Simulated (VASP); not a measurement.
# AlGa3N4 (Pm) in VASP: further runs

Runs on AlGa3N4. Level: PBEsol. Tasks: single point.

Everything below comes from runs of VASP 6.6.1. Logs are shortened: lines on timing, memory, paths and dates and some standing lists are left out, and cuts for length are marked.

## Step 1: The cell of the first run

Symmetry: Pm, No. 6, monoclinic system. The conventional cell has a = 5.478 Å, b = 3.165 Å, c = 12.285 Å, α = 90.00°, β = 90.03°, γ = 90.00°. Al (site symmetry m) has 4 N at 1.89 to 1.90 Å within 2.5 Å. Al (site symmetry m) has 4 N at 1.89 to 1.90 Å within 2.5 Å. Ga (site symmetry m) has 3 N at 1.94 Å within 2.6 Å. Ga (site symmetry m) has 4 N at 1.94 to 1.95 Å within 2.6 Å. Ga (site symmetry m) has 3 N at 1.94 Å within 2.6 Å. Within 2.6 Å of Ga (site symmetry m) lie 4 N at 1.94 to 1.96 Å. Within 2.6 Å of Ga (site symmetry m) lie 4 N at 1.95 to 1.96 Å. Ga (site symmetry m) has 4 N at 1.95 to 1.96 Å within 2.6 Å.

## Step 2: Single point, PBEsol

Input file INCAR:

```
SYSTEM = AlGa3N4
ALGO = Normal ; EDIFF = 1E-6
ENCUT = 520 ; GGA = PS
ISIF = 2 ; ISMEAR = 0
LASPH = .TRUE. ; LCHARG = .FALSE.
LREAL = Auto ; LWAVE = .FALSE.
NBANDS = 76 ; NELM = 100
PREC = Accurate ; SIGMA = 0.05
```

Input file KPOINTS:

```
k-points
0
G
  8 5 3
  0 0 0
```

Input file POSCAR:

```
AlGa3N4
1.0
    0.0000000000     -3.1649847989      0.0000000000
    0.0035856878      0.0000000000     -5.4784941327
   12.2847019629      0.0000000000      0.0015520137
Al Ga N
2 6 8
Direct
    0.5000000000      0.3328054296      0.7079761169
    0.5000000000      0.3327090226      0.2893781838
    0.5000000000      0.6650987196      0.0794568794
    0.5000000000      0.6651951266      0.4980548124
    0.0000000000      0.1684612909      0.0794194911
    0.0000000000      0.1685576979      0.4980174242
    0.0000000000      0.8338860462      0.2890677343
    0.0000000000      0.8339824532      0.7076656674
    0.5000000000      0.6600771167      0.7578166183
    0.5000000000      0.6599807097      0.3392186852
    0.0000000000      0.1737982782      0.7569698892
    0.0000000000      0.1737018712      0.3383719561
    0.0000000000      0.8338137092      0.1302440843
    0.0000000000      0.8339101162      0.5488420173
    0.5000000000      0.3327345311      0.1347602149
    0.5000000000      0.3328309381      0.5533581479
```

Potentials or basis: VASP PAW PBE potentials, release 64 (Al, Ga_d, N).

The run is started by

```sh
$ cat potpaw_PBE.64/Al/POTCAR potpaw_PBE.64/Ga_d/POTCAR potpaw_PBE.64/N/POTCAR > POTCAR
$ mpirun -np 1 vasp_std > vasp.out
```

OUTCAR:

```text
SYSTEM = AlGa3N4
   EDIFF = 1E-6
   ENCUT = 520
   GGA = PS
   ISIF = 2
   ISMEAR = 0
   LASPH = .TRUE.
   LREAL = Auto
   NELM = 100
   PREC = Accurate

 ion  position               nearest neighbor table
   1  0.500  0.333  0.708-   9 1.89  16 1.90  11 1.90  11 1.90
   2  0.500  0.333  0.289-  10 1.89  15 1.90  12 1.90  12 1.90
   3  0.500  0.665  0.079-  13 1.94  13 1.94  15 1.94
   4  0.500  0.665  0.498-  14 1.94  14 1.94  16 1.94  10 1.95
   5  0.000  0.168  0.079-  13 1.94  15 1.94  15 1.94
   6  0.000  0.169  0.498-  14 1.94  16 1.94  16 1.94  12 1.96
   7  0.000  0.834  0.289-  10 1.95  10 1.95  13 1.95  12 1.96
   8  0.000  0.834  0.708-   9 1.95   9 1.95  14 1.95  11 1.96
   9  0.500  0.660  0.758-   1 1.89   8 1.95   8 1.95
  10  0.500  0.660  0.339-   2 1.89   7 1.95   7 1.95   4 1.95
  11  0.000  0.174  0.757-   1 1.90   1 1.90   8 1.96
  12  0.000  0.174  0.338-   2 1.90   2 1.90   7 1.96   6 1.96
  13  0.000  0.834  0.130-   3 1.94   3 1.94   5 1.94   7 1.95
  14  0.000  0.834  0.549-   4 1.94   4 1.94   6 1.94   8 1.95
  15  0.500  0.333  0.135-   2 1.90   3 1.94   5 1.94   5 1.94
  16  0.500  0.333  0.553-   1 1.90   4 1.94   6 1.94   6 1.94

  LATTYP: Found a simple monoclinic cell.
 ALAT       =     5.4784953061
 B/A-ratio  =     0.5777105979
 C/A-ratio  =     2.2423496552
 COS(beta)  =    -0.0005281652

  Lattice vectors:

 A1 = (   0.0035856878,   0.0000000000,  -5.4784941327)
 A2 = (   0.0000000000,  -3.1649847989,   0.0000000000)
 A3 = ( -12.2847019629,   0.0000000000,  -0.0015520137)

Analysis of symmetry for initial positions (statically):
=====================================================================
 Subroutine PRICEL returns:
 Original cell was already a primitive cell.

 Routine SETGRP: Setting up the symmetry group for a
 simple monoclinic supercell.

 Subroutine GETGRP returns: Found  2 space group operations
 (whereof  2 operations were pure point group operations)
 out of a pool of  4 trial point group operations.

The static configuration has the point symmetry C_1h.

Analysis of symmetry for dynamics (positions and initial velocities):
=====================================================================
 Subroutine PRICEL returns:
 Original cell was already a primitive cell.

 Routine SETGRP: Setting up the symmetry group for a
 simple monoclinic supercell.

 Subroutine GETGRP returns: Found  2 space group operations
 (whereof  2 operations were pure point group operations)
 out of a pool of  4 trial point group operations.

The dynamic configuration has the point symmetry C_1h.

 Subroutine INISYM returns: Found  2 space group operations
 (whereof  2 operations are pure point group operations),
 and found     1 'primitive' translations

----------------------------------------------------------------------------------------

                                     Primitive cell

  volume of cell :     213.0088

  direct lattice vectors                    reciprocal lattice vectors
     0.000000000 -3.164984799  0.000000000     0.000000000 -0.315957284  0.000000000
     0.003585688  0.000000000 -5.478494133     0.000023061  0.000000000 -0.182531895
    12.284701963  0.000000000  0.001552014     0.081402050  0.000000000  0.000053278

  length of vectors
     3.164984799  5.478495306 12.284702061     0.315957284  0.182531897  0.081402067

  position of ions in fractional coordinates (direct lattice)
     0.500000000  0.332805430  0.707976117
     0.500000000  0.332709023  0.289378184
     0.500000000  0.665098720  0.079456879
     0.500000000  0.665195127  0.498054812
     0.000000000  0.168461291  0.079419491
     0.000000000  0.168557698  0.498017424
[... 8 lines left out ...]
     0.500000000  0.332734531  0.134760215
     0.500000000  0.332830938  0.553358148

  ion indices of the primitive-cell ions
   primitive index   ion index
                 1           1
                 2           2
                 3           3
                 4           4
                 5           5
                 6           6
[... 8 lines left out ...]
                15          15
                16          16

----------------------------------------------------------------------------------------

 KPOINTS: k-points

Automatic generation of k-mesh.
 Grid dimensions read from file:
 generate k-points for:    8    5    3

 Generating k-lattice:

  Cartesian coordinates                     Fractional coordinates (reciprocal lattice)
     0.000000000 -0.039494660  0.000000000     0.125000000  0.000000000  0.000000000
     0.000004612  0.000000000 -0.036506379     0.000000000  0.200000000  0.000000000
     0.027134017  0.000000000  0.000017759     0.000000000  0.000000000  0.333333333

  Length of vectors
     0.039494660  0.036506379  0.027134022

  Shift w.r.t. Gamma in fractional coordinates (k-lattice)
     0.000000000  0.000000000  0.000000000

 Subroutine IBZKPT returns following result:
 ===========================================

 Found     40 irreducible k-points:

 Following reciprocal coordinates:
            Coordinates               Weight
  0.000000  0.000000  0.000000      1.000000
  0.125000  0.000000  0.000000      2.000000
  0.250000  0.000000  0.000000      2.000000
  0.375000  0.000000  0.000000      2.000000
  0.500000  0.000000  0.000000      1.000000
  0.000000  0.200000 -0.000000      2.000000
[... 16 lines left out ...]
  0.250000  0.200000  0.333333      4.000000
  0.375000  0.200000  0.333333      4.000000
 [... further k-points ...]
   k-points           NKPTS =     40   k-points in BZ     NKDIM =     40   number of bands    NBANDS=     76
   number of dos      NEDOS =    301   number of ions     NIONS =     16
   total plane-waves  NPLWV =  96768
   dimension x,y,z NGX =    24 NGY =   42 NGZ =   96
   dimension x,y,z NGXF=    48 NGYF=   84 NGZF=  192
   ions per type =               2   6   8
   NGX,Y,Z   is equivalent  to a cutoff of  12.61, 12.74, 12.99 a.u.
   NGXF,Y,Z  is equivalent  to a cutoff of  25.21, 25.49, 25.98 a.u.
 SYSTEM =  AlGa3N4
   PREC   = accura    normal or accurate (medium, high low for compatibility)
   ISTART =      0    job   : 0-new  1-cont  2-samecut
   ICHARG =      2    charge: 1-file 2-atom 10-const
   ISPIN  =      1    spin polarized calculation?
   LNONCOLLINEAR =      F non collinear calculations
   LSORBIT =      F    spin-orbit coupling
   LASPH  =      T    aspherical Exc in radial PAW
   ENCUT  =  520.0 eV  38.22 Ry    6.18 a.u.   5.88 10.19 22.84*2*pi/ulx,y,z
   NELM   =    100;   NELMIN=  2; NELMDL= -5     # of ELM steps
   EDIFF  = 0.1E-05   stopping-criterion for ELM
   LREAL  =      T    real-space projection
   EDIFFG = 0.1E-04   stopping-criterion for IOM
   NSW    =      0    number of steps for IOM
   IBRION =     -1    ionic relax: 0-MD 1-quasi-New 2-CG
   NFREE  =      0    steps in history (QN), initial steepest desc. (CG)
   ISIF   =      2    stress and relaxation
   ISYM   =      2    0-nonsym 1-usesym 2-fastsym
   POTIM  = 0.5000    time-step for ionic-motion
   TEBEG  =    0.0;   TEEND  =   0.0 temperature during run
   PSTRESS=    0.0 pullay stress
   NELECT =     124.0000    total number of electrons
   NUPDOWN=      -1.0000    fix difference up-down
   EMIN   =  10.00;   EMAX   =-10.00  energy-range for DOS
   EFERMI =   0.00;   METHOD = LEGACY
   ISMEAR =     0;   SIGMA  =   0.05  broadening in eV -4-tet -1-fermi 0-gaus
   EFERMI_NEDOS =   21; number of points for ismear=-14 and -15
   IALGO  =     38    algorithm
   IMIX   =      4    mixing-type and parameters
     AMIX     =   0.40;   BMIX     =  1.00
     AMIX_MAG =   1.60;   BMIX_MAG =  1.00
  volume/ion in A,a.u.               =      13.31        89.84
  Fermi-wavevector in a.u.,A,eV,Ry     =   1.366940  2.583143 25.422838  1.868526
  Thomas-Fermi vector in A             =   2.493037
   LORBIT       =      0    0 simple, 1 ext, 2 COOP (PROOUT), +10 PAW based schemes
   GGA     = PS    functional components
   LHFCALC =     F    Hartree Fock is set to
   AEXX    =    0.0000 exact exchange contribution
   IVDW    =     0    specifies the selected vdW correction
   LEPSILON=     F    determine dielectric tensor
   LRPA    =     F    only Hartree local field effects (RPA)
 non-spin polarized calculation
 Gauss-broadening in eV      SIGMA  =   0.05
  energy-cutoff  :      520.00
  volume of cell :      213.01
 maximum number of plane-waves:      5768
 NGX is ok and might be reduce to    24
   NGX = 11   NGY = 21   NGZ = 45

 number of electron     123.9999938 magnetization

 Free energy of the ion-electron system (eV)
  ---------------------------------------------------
  ext. energy  EPLUGINS =         0.00000000
  ---------------------------------------------------
  free energy    TOTEN  =      -103.74693689 eV

  energy without entropy =     -103.74289416  energy(sigma->0) =     -103.74491553

 E-fermi :   4.6925     XC(G=0): -10.5976

 val. band max:        4.6907769316   @ k =   0.0000   0.2000   0.3333
 cond. band min:       4.7039035021   @ k =   0.1250   0.0000   0.0000
 fundamental gap:      0.0131265706
 Fermi energy:         4.6925334612

 k-point     1 :       0.0000    0.0000    0.0000
  band No.  band energies     occupation
      1     -13.2214      2.00000
      2     -12.6397      2.00000
      3     -12.1329      2.00000
      4     -11.4502      2.00000
      5     -11.3425      2.00000
      6     -11.2154      2.00000
[... 66 lines left out ...]
     73      10.9159      0.00000
     74      11.4399      0.00000

 k-point     2 :       0.1250    0.0000    0.0000
  band No.  band energies     occupation
      1     -13.1354      2.00000
      2     -12.6223      2.00000
      3     -12.0501      2.00000
      4     -11.4268      2.00000
      5     -11.2761      2.00000
      6     -11.2139      2.00000
[... 1686 lines left out ...]
 k-point    24 :       0.3750    0.2000    0.3333
  band No.  band energies     occupation
      1     -12.7606      2.00000
      2     -12.5678      2.00000
      3     -11.6778      2.00000
      4     -11.2836      2.00000
      5     -11.1643      2.00000
      6     -11.1581      2.00000
[... 66 lines left out ...]
     73      10.6796      0.00000
     74      10.9697      0.00000

 [... further k-points ...]

 [bands above 74 left out]

------------------------ aborting loop because EDIFF is reached ----------------------------------------

  FORCE on cell =-STRESS in cart. coord.  units (eV):
  Direction    XX          YY          ZZ          XY          YZ          ZX
  --------------------------------------------------------------------------------------
  -------------------------------------------------------------------------------------
  Total       -3.8452785     -1.5444393     -1.2908823      0.0000000      0.0000000      0.0405681
  in kB      -28.9228372    -11.6167309     -9.7095646      0.0000000      0.0000000      0.3051391
  external PRESSURE =     -16.7497109 kB  Pullay stress =       0.0000000 kB

 VOLUME and BASIS-vectors are now :
 -----------------------------------------------------------------------------
  energy-cutoff  :      520.00
  volume of cell :      213.01
      direct lattice vectors                 reciprocal lattice vectors
     0.000000000 -3.164984799  0.000000000     0.000000000 -0.315957284  0.000000000
     0.003585688  0.000000000 -5.478494133     0.000023061  0.000000000 -0.182531895
    12.284701963  0.000000000  0.001552014     0.081402050  0.000000000  0.000053278

 POSITION                                       TOTAL-FORCE (eV/Angst)
 -----------------------------------------------------------------------------------
      8.69847     -1.58249     -1.82217         2.137406      0.000000      0.139029
      3.55612     -1.58249     -1.82230         1.142739      0.000000      0.006250
      0.97849     -1.58249     -3.64362        -0.203214      0.000000     -0.028792
      6.12084     -1.58249     -3.64349         1.120040      0.000000     -0.009946
      0.97625      0.00000     -0.92279        -0.182789      0.000000      0.028640
      6.11860      0.00000     -0.92267         1.130464      0.000000      0.019573
[... 8 lines left out ...]
      1.65668     -1.58249     -1.82268        -1.020959      0.000000     -0.036760
      6.79903     -1.58249     -1.82255        -1.222929      0.000000     -0.020033
 -----------------------------------------------------------------------------------
    total drift:                               -0.003601     -0.000000     -0.000417

  FREE ENERGIE OF THE ION-ELECTRON SYSTEM (eV)
  ---------------------------------------------------
  free  energy   TOTEN  =      -103.7469368944 eV

  energy  without entropy=     -103.7428941626  energy(sigma->0) =     -103.74491553
```

It took 9.7 min on 1 thread of Intel Xeon 6975P-C (Granite Rapids), shared host; peak memory 0.54 GiB.

What came out:

* Free energy: -103.7469 eV
* Pressure: -1.7 GPa
* Largest force: 2.193 eV/Å
* Band gap on the k mesh: zero (band 62 reaches 4.82 eV, above the bottom of band 63 at 4.62 eV)

Forces on the atoms (eV/Å):
```
Al   2.137  0.000  0.139
Al   1.143  0.000  0.006
Ga  -0.203  0.000 -0.029
Ga   1.120  0.000 -0.010
Ga  -0.183  0.000  0.029
Ga   1.130  0.000  0.020
Ga   1.134  0.000  0.001
Ga   2.186  0.000 -0.183
N   -0.830  0.000 -0.110
N   -0.986  0.000  0.002
N   -1.060  0.000  0.162
N   -1.028  0.000 -0.009
N   -1.109  0.000  0.034
N   -1.207  0.000  0.005
N   -1.021  0.000 -0.037
N   -1.223  0.000 -0.020
```

Stress tensor (GPa, compression positive):
```
-2.89  0.00  0.03
 0.00 -1.16  0.00
 0.03  0.00 -0.97
```

Caveat: the PAW data sets were made with another functional, which shifts forces and pressure a little.

## Step 3: Single point, PBEsol

This run uses another cell than the first one, of 14.40 Å³/atom, 1.081 times its volume.

Input file INCAR:

```
SYSTEM = AlGa3N4
PREC = Accurate
ENCUT = 520
EDIFF = 1E-7
ISMEAR = 0
SIGMA = 0.05
LREAL = Auto
LASPH = .TRUE.
NELM = 60
ALGO = Normal
ISIF = 2
LWAVE = .FALSE.
LCHARG = .FALSE.
GGA = PS
NBANDS = 76
```

Input file KPOINTS:

```
regular mesh
0
G
  8 5 3
  0 0 0
```

Input file POSCAR:

```
AlGa3N4
1.0
    0.0000000000     -3.1649847989      0.0000000000
    0.0035856878      0.0000000000     -5.4784941327
   13.2847017487      0.0000000000      0.0022065160
Al Ga N
2 6 8
Direct
    0.5000000000      0.3328685457      0.6546835248
    0.5000000000      0.3327348207      0.2675953678
    0.5000000000      0.6651058031      0.0734757976
    0.5000000000      0.6652395281      0.4605639546
    0.0000000000      0.1684683712      0.0734412237
    0.0000000000      0.1686020962      0.4605293807
    0.0000000000      0.8339118166      0.2673082873
    0.0000000000      0.8340455416      0.6543964442
    0.5000000000      0.6601446761      0.7007723042
    0.5000000000      0.6600109511      0.3136841472
    0.0000000000      0.1738657621      0.6999893123
    0.0000000000      0.1737320371      0.3129011553
    0.0000000000      0.8338253205      0.1204400179
    0.0000000000      0.8339590455      0.5075281749
    0.5000000000      0.3327465450      0.1246161987
    0.5000000000      0.3328802700      0.5117043557
```

Potentials or basis: VASP PAW PBE potentials, release 64 (Al, Ga_d, N).

The run is started by

```sh
$ cat potpaw_PBE.64/Al/POTCAR potpaw_PBE.64/Ga_d/POTCAR potpaw_PBE.64/N/POTCAR > POTCAR
$ mpirun -np 1 vasp_std > vasp.out
```

Run time: 18 min. Hardware: 1 thread of Intel Xeon 6975P-C (Granite Rapids), shared host; peak memory 0.57 GiB.

The run converged. Its results:

| Item | Value |
| --- | --- |
| Free energy | -103.0347 eV |
| Pressure | -0.8 GPa |
| Largest force | 2.034 eV/Å |
| Band gap on the k mesh | zero (band 62 reaches 3.97 eV, above the bottom of band 63 at 3.69 eV) |

Forces on the atoms (eV/Å):
```
Al   1.847  0.000  0.159
Al   1.191  0.000  0.022
Ga   0.143  0.000  0.047
Ga   1.085  0.000  0.003
Ga   0.178  0.000 -0.052
Ga   1.079  0.000 -0.009
Ga   1.169  0.000 -0.015
Ga   2.028  0.000 -0.147
N   -1.176  0.000 -0.101
N   -0.956  0.000  0.009
N   -1.414  0.000  0.089
N   -1.018  0.000 -0.020
N   -1.006  0.000  0.016
N   -1.208  0.000 -0.018
N   -0.780  0.000 -0.011
N   -1.162  0.000  0.029
```

Stress tensor (GPa, compression positive):
```
 0.60  0.00  0.00
 0.00 -1.42  0.00
 0.00  0.00 -1.48
```

Levels at points of the mesh, in eV from the Fermi level:
| k point | band 59 | band 60 | band 61 | band 62 | band 63 | band 64 | band 65 | band 66 |
| --- | --- | --- | --- | --- | --- | --- | --- | --- |
| (0.00, 0.00, 0.00) | -0.86 | -0.41 | -0.15 | 0.18 | 0.25 | 0.35 | 2.45 | 2.67 |
| (0.50, 0.00, 0.00) | -1.96 | -1.88 | -0.05 | -0.01 | 0.55 | 0.67 | 4.15 | 4.31 |

Caveat: the PAW data sets were made with another functional, which shifts forces and pressure a little.
